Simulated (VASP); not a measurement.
Set up this calculation in VASP 6.6.1, as the native input.

```
Task                   : single point
Functional             : PBE
Dispersion             : D4
Potentials or basis    : VASP PAW PBE potentials, release 64 (Ga_d, P)
Cutoff                 : 500 eV
k mesh                 : 10 × 10 × 10
Occupations            : gaussian, width 0.02 eV
Spin                   : no spin polarisation
Dipole correction      : no
Further INCAR settings : ALGO = Normal; EDIFF = 1e-06; NBANDS = 16
```

The structure of GaP lies in POSCAR:

```
GaP
1.0
    0.0000000000      2.7169056396      2.7169056396
    2.7169056396      0.0000000000      2.7169056396
    2.7169056396      2.7169056396      0.0000000000
Ga P
1 1
Direct
    0.0000000000      0.0000000000      0.0000000000
    0.2500000000      0.2500000000      0.2500000000
```

The input as run:

INCAR

```
SYSTEM = GaP
ALGO     = Normal         ! electronic algorithm
EDIFF    = 1E-6           ! SCF threshold, eV
ENCUT    = 500            ! plane-wave cutoff, eV
GGA      = PE             ! functional
GGA_COMPAT= .FALSE.      
ISIF     = 2              ! what is computed and relaxed
ISMEAR   = 0              ! smearing method
IVDW     = 13             ! dispersion correction
LASPH    = .TRUE.         ! aspherical terms in the spheres
LCHARG   = .TRUE.         ! write CHGCAR
LELF     = .TRUE.         ! ELF
LREAL    = .FALSE.        ! projectors in reciprocal space
LVHAR    = .TRUE.       
LWAVE    = .FALSE.        ! write WAVECAR
NBANDS   = 16             ! bands
NELM     = 120            ! most SCF steps
PREC     = Accurate       ! precision mode
SIGMA    = 0.02           ! smearing width, eV
```

KPOINTS

```
k-points
0
G
  10 10 10
  0 0 0
```

Potentials or basis: VASP PAW PBE potentials, release 64 (Ga_d, P).

Command:

```console
$ cat potpaw_PBE.64/Ga_d/POTCAR potpaw_PBE.64/P/POTCAR > POTCAR
$ mpirun -np 1 vasp_std > vasp.out
```

Results of the run:

```yaml
Pressure: -0.1 GPa
Band_gap_on_the_k_mesh: 1.59 eV (least direct gap 1.90 eV)
Dispersion_energy_per_atom: -0.417 eV
```

It took 16 s on 1 thread of Intel(R) Xeon(R) Platinum 8375C CPU @ 2.90GHz (Ice Lake), on a shared host, peak memory 0.16 GiB.
